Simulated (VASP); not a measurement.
# ZnS (P6_3mc) in VASP: dielectric tensor with PBEsol

Aim: the dielectric tensor of ZnS with PBEsol.

All numbers are computed with VASP 6.6.1; they aren't measurements. Logs are shortened: lines on timing, memory, paths and dates and some standing lists are left out, and cuts for length are marked.

## 1. The cell of the first run

It takes space group P6_3mc (No. 186, hexagonal). Conventional cell: a = 3.811 Å, b = 3.811 Å, c = 6.234 Å, α = 90.00°, β = 90.00°, γ = 120.00°. Within 3.1 Å of Zn (site symmetry 3m) lie 4 S at 2.31 to 2.40 Å. S (site symmetry 3m) has 4 Zn at 2.31 to 2.40 Å within 3.1 Å.

## 2. Dielectric tensor, PBEsol

INCAR

```
SYSTEM = ZnS
ALGO = Normal
EDIFF = 1E-8
ENCUT = 520
GGA = PS
ISIF = 2
ISMEAR = 0
LASPH = .TRUE.
LCHARG = .FALSE.
LEPSILON = .TRUE.
LREAL = .FALSE.
LWAVE = .FALSE.
NELM = 80
PREC = Accurate
SIGMA = 0.01
```

KPOINTS

```
k-points
0
G
  12 12 4
  0 0 0
```

POSCAR

```
ZnS
1.0
    3.8110000000      0.0000000000      0.0000000000
   -1.9055000000      3.3004230000      0.0000000000
    0.0000000000      0.0000000000      6.2340000000
Zn S
2 2
Direct
    0.3333333333      0.6666666667      0.0000000000
    0.6666666667      0.3333333333      0.5000000000
    0.3333333333      0.6666666667      0.3850000000
    0.6666666667      0.3333333333      0.8850000000
```

Potentials or basis: VASP PAW PBE potentials, release 64 (Zn, S).

On the command line:

```sh
cat potpaw_PBE.64/Zn/POTCAR potpaw_PBE.64/S/POTCAR > POTCAR
mpirun -np 1 vasp_std > vasp.out
```

OUTCAR:

```text
SYSTEM = ZnS
   EDIFF = 1E-8
   ENCUT = 520
   GGA = PS
   ISIF = 2
   ISMEAR = 0
   LASPH = .TRUE.
   LEPSILON = .TRUE.
   LREAL = .FALSE.
   NELM = 80
   PREC = Accurate

 ion  position               nearest neighbor table
   1  0.333  0.667  0.000-   4 2.31   4 2.31   4 2.31   3 2.40
   2  0.667  0.333  0.500-   3 2.31   3 2.31   3 2.31   4 2.40
   3  0.333  0.667  0.385-   2 2.31   2 2.31   2 2.31   1 2.40
   4  0.667  0.333  0.885-   1 2.31   1 2.31   1 2.31   2 2.40

  LATTYP: Found a hexagonal cell.
 ALAT       =     3.8110000000
 C/A-ratio  =     1.6357911309

  Lattice vectors:

 A1 = (   3.8110000000,   0.0000000000,   0.0000000000)
 A2 = (  -1.9055000000,   3.3004230000,   0.0000000000)
 A3 = (   0.0000000000,   0.0000000000,   6.2340000000)

Analysis of symmetry for initial positions (statically):
=====================================================================
 Subroutine PRICEL returns:
 Original cell was already a primitive cell.

 Routine SETGRP: Setting up the symmetry group for a
 hexagonal supercell.

 Subroutine GETGRP returns: Found 12 space group operations
 (whereof  6 operations were pure point group operations)
 out of a pool of 24 trial point group operations.

The static configuration has the point symmetry C_3v.
 The point group associated with its full space group is C_6v.

Analysis of symmetry for dynamics (positions and initial velocities):
=====================================================================
 Subroutine PRICEL returns:
 Original cell was already a primitive cell.

 Routine SETGRP: Setting up the symmetry group for a
 hexagonal supercell.

 Subroutine GETGRP returns: Found 12 space group operations
 (whereof  6 operations were pure point group operations)
 out of a pool of 24 trial point group operations.

The dynamic configuration has the point symmetry C_3v.
 The point group associated with its full space group is C_6v.

 Subroutine INISYM returns: Found 12 space group operations
 (whereof  6 operations are pure point group operations),
 and found     1 'primitive' translations

----------------------------------------------------------------------------------------

                                     Primitive cell

  volume of cell :      78.4107

  direct lattice vectors                    reciprocal lattice vectors
     3.811000000  0.000000000  0.000000000     0.262398321  0.151495733  0.000000000
    -1.905500000  3.300423000  0.000000000     0.000000000  0.302991465  0.000000000
     0.000000000  0.000000000  6.234000000     0.000000000  0.000000000  0.160410651

  length of vectors
     3.811000000  3.811000161  6.234000000     0.302991478  0.302991465  0.160410651

  position of ions in fractional coordinates (direct lattice)
     0.333333333  0.666666667  0.000000000
     0.666666667  0.333333333  0.500000000
     0.333333333  0.666666667  0.385000000
     0.666666667  0.333333333  0.885000000

  ion indices of the primitive-cell ions
   primitive index   ion index
                 1           1
                 2           2
                 3           3
                 4           4

----------------------------------------------------------------------------------------

 KPOINTS: k-points

Automatic generation of k-mesh.
 Grid dimensions read from file:
 generate k-points for:   12   12    4

 Generating k-lattice:

  Cartesian coordinates                     Fractional coordinates (reciprocal lattice)
     0.021866527  0.012624644  0.000000000     0.083333333  0.000000000  0.000000000
     0.000000000  0.025249289  0.000000000     0.000000000  0.083333333  0.000000000
     0.000000000  0.000000000  0.040102663     0.000000000  0.000000000  0.250000000

  Length of vectors
     0.025249290  0.025249289  0.040102663

  Shift w.r.t. Gamma in fractional coordinates (k-lattice)
     0.000000000  0.000000000  0.000000000

 Subroutine IBZKPT returns following result:
 ===========================================

 Found     57 irreducible k-points:

 Following reciprocal coordinates:
            Coordinates               Weight
  0.000000  0.000000  0.000000      1.000000
  0.083333  0.000000  0.000000      6.000000
  0.166667  0.000000  0.000000      6.000000
  0.250000  0.000000  0.000000      6.000000
  0.333333  0.000000  0.000000      6.000000
  0.416667  0.000000  0.000000      6.000000
[... 16 lines left out ...]
  0.250000  0.000000  0.250000     12.000000
  0.333333  0.000000  0.250000     12.000000
 [... further k-points ...]
   k-points           NKPTS =     57   k-points in BZ     NKDIM =     57   number of bands    NBANDS=     22
   number of dos      NEDOS =    301   number of ions     NIONS =      4
   total plane-waves  NPLWV =  37632
   dimension x,y,z NGX =    28 NGY =   28 NGZ =   48
   dimension x,y,z NGXF=    56 NGYF=   56 NGZF=   96
   ions per type =               2   2
   NGX,Y,Z   is equivalent  to a cutoff of  12.21, 12.21, 12.80 a.u.
   NGXF,Y,Z  is equivalent  to a cutoff of  24.43, 24.43, 25.60 a.u.
 SYSTEM =  ZnS
   PREC   = accura    normal or accurate (medium, high low for compatibility)
   ISTART =      0    job   : 0-new  1-cont  2-samecut
   ICHARG =      2    charge: 1-file 2-atom 10-const
   ISPIN  =      1    spin polarized calculation?
   LNONCOLLINEAR =      F non collinear calculations
   LSORBIT =      F    spin-orbit coupling
   LASPH  =      T    aspherical Exc in radial PAW
   ENCUT  =  520.0 eV  38.22 Ry    6.18 a.u.   7.09  7.09 11.59*2*pi/ulx,y,z
   NELM   =     80;   NELMIN=  2; NELMDL= -5     # of ELM steps
   EDIFF  = 0.1E-07   stopping-criterion for ELM
   LREAL  =      F    real-space projection
   EDIFFG = 0.1E-06   stopping-criterion for IOM
   NSW    =      0    number of steps for IOM
   IBRION =     -1    ionic relax: 0-MD 1-quasi-New 2-CG
   NFREE  =      0    steps in history (QN), initial steepest desc. (CG)
   ISIF   =      2    stress and relaxation
   ISYM   =      2    0-nonsym 1-usesym 2-fastsym
   POTIM  = 0.5000    time-step for ionic-motion
   TEBEG  =    0.0;   TEEND  =   0.0 temperature during run
   PSTRESS=    0.0 pullay stress
   NELECT =      36.0000    total number of electrons
   NUPDOWN=      -1.0000    fix difference up-down
   EMIN   =  10.00;   EMAX   =-10.00  energy-range for DOS
   EFERMI =   0.00;   METHOD = LEGACY
   ISMEAR =     0;   SIGMA  =   0.01  broadening in eV -4-tet -1-fermi 0-gaus
   EFERMI_NEDOS =   21; number of points for ismear=-14 and -15
   IALGO  =     38    algorithm
   IMIX   =      4    mixing-type and parameters
     AMIX     =   0.40;   BMIX     =  1.00
     AMIX_MAG =   1.60;   BMIX_MAG =  1.00
  volume/ion in A,a.u.               =      19.60       132.29
  Fermi-wavevector in a.u.,A,eV,Ry     =   1.262943  2.386617 21.701646  1.595026
  Thomas-Fermi vector in A             =   2.396326
   LORBIT       =      0    0 simple, 1 ext, 2 COOP (PROOUT), +10 PAW based schemes
   GGA     = PS    functional components
   LHFCALC =     F    Hartree Fock is set to
   AEXX    =    0.0000 exact exchange contribution
   IVDW    =     0    specifies the selected vdW correction
   LEPSILON=     T    determine dielectric tensor
   LRPA    =     F    only Hartree local field effects (RPA)
 non-spin polarized calculation
 Gauss-broadening in eV      SIGMA  =   0.01
  energy-cutoff  :      520.00
  volume of cell :       78.41
 maximum number of plane-waves:      2133
   NGX = 15   NGY = 15   NGZ = 23

--------------------------------------- Ionic step        1  -------------------------------------------

 number of electron      35.9999977 magnetization

 E-fermi :   2.1587     XC(G=0):  -9.8696

 val. band max:        2.0701085082   @ k =   0.0000   0.0000   0.0000
 cond. band min:       4.1856555920   @ k =   0.0000   0.0000   0.0000
 fundamental gap:      2.1155470838
 Fermi energy:         2.1587139088

 k-point     1 :       0.0000    0.0000    0.0000
  band No.  band energies     occupation
      1     -11.1394      2.00000
      2     -10.1983      2.00000
      3      -4.3332      2.00000
      4      -4.3332      2.00000
      5      -4.2696      2.00000
      6      -4.2696      2.00000
[... 574 lines left out ...]
      6      -4.1122      2.00000
[... 14 lines left out ...]
     21       7.6347      0.00000
     22       8.2162      0.00000

 [... further k-points ...]

  FORCE on cell =-STRESS in cart. coord.  units (eV):
  Direction    XX          YY          ZZ          XY          YZ          ZX
  --------------------------------------------------------------------------------------
  -------------------------------------------------------------------------------------
  Total       -0.2383281     -0.2383281     -1.1422650      0.0000000      0.0000000      0.0000000
  in kB       -4.8697925     -4.8697931    -23.3400666      0.0000000      0.0000000      0.0000000
  external PRESSURE =     -11.0265507 kB  Pullay stress =       0.0000000 kB

 VOLUME and BASIS-vectors are now :
 -----------------------------------------------------------------------------
  energy-cutoff  :      520.00
  volume of cell :       78.41
      direct lattice vectors                 reciprocal lattice vectors
     3.811000000  0.000000000  0.000000000     0.262398321  0.151495733  0.000000000
    -1.905500000  3.300423000  0.000000000     0.000000000  0.302991465  0.000000000
     0.000000000  0.000000000  6.234000000     0.000000000  0.000000000  0.160410651

 POSITION                                       TOTAL-FORCE (eV/Angst)
 -----------------------------------------------------------------------------------
     -0.00000      2.20028      0.00000        -0.000000     -0.000000      0.308485
      1.90550      1.10014      3.11700         0.000000     -0.000000      0.308485
     -0.00000      2.20028      2.40009         0.000000      0.000000     -0.308485
      1.90550      1.10014      5.51709        -0.000000     -0.000000     -0.308485
 -----------------------------------------------------------------------------------
    total drift:                               -0.000000     -0.000000     -0.000010

  FREE ENERGIE OF THE ION-ELECTRON SYSTEM (eV)
  ---------------------------------------------------
  free  energy   TOTEN  =       -15.1419267709 eV

  energy  without entropy=      -15.1419267709  energy(sigma->0) =      -15.14192677

 HEAD OF MICROSCOPIC STATIC DIELECTRIC TENSOR (INDEPENDENT PARTICLE, excluding Hartree and local field effects)
 ------------------------------------------------------
           6.435982     0.000000     0.000000
           0.000000     6.435983    -0.000000
           0.000000     0.000000     6.537563
 ------------------------------------------------------

 Free energy of the ion-electron system (eV)
  ---------------------------------------------------
  ---------------------------------------------------
  free energy    TOTEN  =        -1.15390034 eV

  energy without entropy =       -1.15390034

------------------------ aborting loop because EDIFF is reached ----------------------------------------

--------------------------------------- Ionic step        2  -------------------------------------------

------------------------ aborting loop because EDIFF is reached ----------------------------------------

--------------------------------------- Ionic step        3  -------------------------------------------

 Free energy of the ion-electron system (eV)
  ---------------------------------------------------
  ---------------------------------------------------
  free energy    TOTEN  =        -1.18381488 eV

  energy without entropy =       -1.18381488

------------------------ aborting loop because EDIFF is reached ----------------------------------------

 PIEZOELECTRIC TENSOR FIELD DIRECTION 3  (e Angst)
 -----------------------------------------------------------------------------
     1.66714  0.00000 -0.00000           ( -0.01507  0.00000 -0.00000)
     0.00000  1.66714  0.00000           (  0.00000 -0.01507  0.00000)
    -0.00000  0.00000 -4.01884           ( -0.00000  0.00000  0.00677)

 PIEZOELECTRIC TENSOR FIELD DIRECTION 3  (C/m^2)
 -----------------------------------------------------------------------------
     0.34065  0.00000 -0.00000
     0.00000  0.34065  0.00000
    -0.00000  0.00000 -0.82118

 MACROSCOPIC STATIC DIELECTRIC TENSOR (including local field effects in DFT)
 ------------------------------------------------------
           5.983731     0.000000     0.000000
          -0.000000     5.983732     0.000000
           0.000000     0.000000     6.107468
 ------------------------------------------------------

 PIEZOELECTRIC TENSOR (including local field effects)  for field in x, y, z        (e  Angst)
          XX          YY          ZZ          XY          YZ          ZX
  --------------------------------------------------------------------------------
  x    -0.00000    -0.00000     0.00000     0.00000     0.00000     1.66909
  y    -0.00000     0.00000     0.00000     0.00000     1.66909     0.00000
  z     1.66714     1.66714    -4.01884     0.00000     0.00000     0.00000

 PIEZOELECTRIC TENSOR (including local field effects)  for field in x, y, z        (C/m^2)
          XX          YY          ZZ          XY          YZ          ZX
  --------------------------------------------------------------------------------
  x    -0.00000    -0.00000     0.00000     0.00000     0.00000     0.34105
  y    -0.00000     0.00000     0.00000     0.00000     0.34105     0.00000
  z     0.34065     0.34065    -0.82118     0.00000     0.00000     0.00000

 BORN EFFECTIVE CHARGES (including local field effects) (in |e|, cummulative output)
 ---------------------------------------------------------------------------------
 ion    1
    1     1.93128     0.00000     0.00000
    2     0.00000     1.93128     0.00000
    3     0.00000     0.00000     2.04663
 ion    2
    1     1.93128     0.00000     0.00000
    2     0.00000     1.93128     0.00000
    3     0.00000     0.00000     2.04663
 ion    3
    1    -1.93128     0.00000     0.00000
    2    -0.00000    -1.93128    -0.00000
    3     0.00000     0.00000    -2.04663
 ion    4
    1    -1.93128     0.00000     0.00000
    2     0.00000    -1.93128     0.00000
    3     0.00000     0.00000    -2.04663
```

It took 13 min on 1 thread of AMD EPYC 9R45 (Zen 5), shared host; peak memory 0.66 GiB.

Results:

| Quantity | Value |
| --- | --- |
| Band gap on the k mesh | 2.12 eV |
| Electronic dielectric tensor (diagonal) | 5.98, 5.98, 6.11 |
| Born charges (mean of the diagonal) | Zn +1.97; S -1.97 e |

Levels at points of the mesh, in eV from the valence-band top:
```csv
k point,band 16,band 17,band 18,band 19,band 20,band 21
"(0.00, 0.00, 0.00)",-0.01,-0.01,0.00,2.12,2.88,6.21
"(0.50, 0.00, 0.00)",-2.28,-1.60,-0.99,3.49,4.17,5.05
"(0.00, 0.00, 0.50)",-0.46,-0.46,-0.46,3.40,3.40,6.64
"(0.50, 0.00, 0.50)",-1.68,-1.55,-1.55,3.48,3.48,5.04
```

Electronic dielectric tensor:
```
5.98 0.00 0.00
0.00 5.98 0.00
0.00 0.00 6.11
```

Born effective charge tensors (e):
atom 1, Zn
```
1.93 0.00 0.00
0.00 1.93 0.00
0.00 0.00 2.05
```
atom 2, Zn
```
1.93 0.00 0.00
0.00 1.93 0.00
0.00 0.00 2.05
```
atom 3, S
```
-1.93  0.00  0.00
 0.00 -1.93  0.00
 0.00  0.00 -2.05
```
atom 4, S
```
-1.93  0.00  0.00
 0.00 -1.93  0.00
 0.00  0.00 -2.05
```

Caveat: the PAW data sets were made with another functional, which shifts forces and pressure a little.
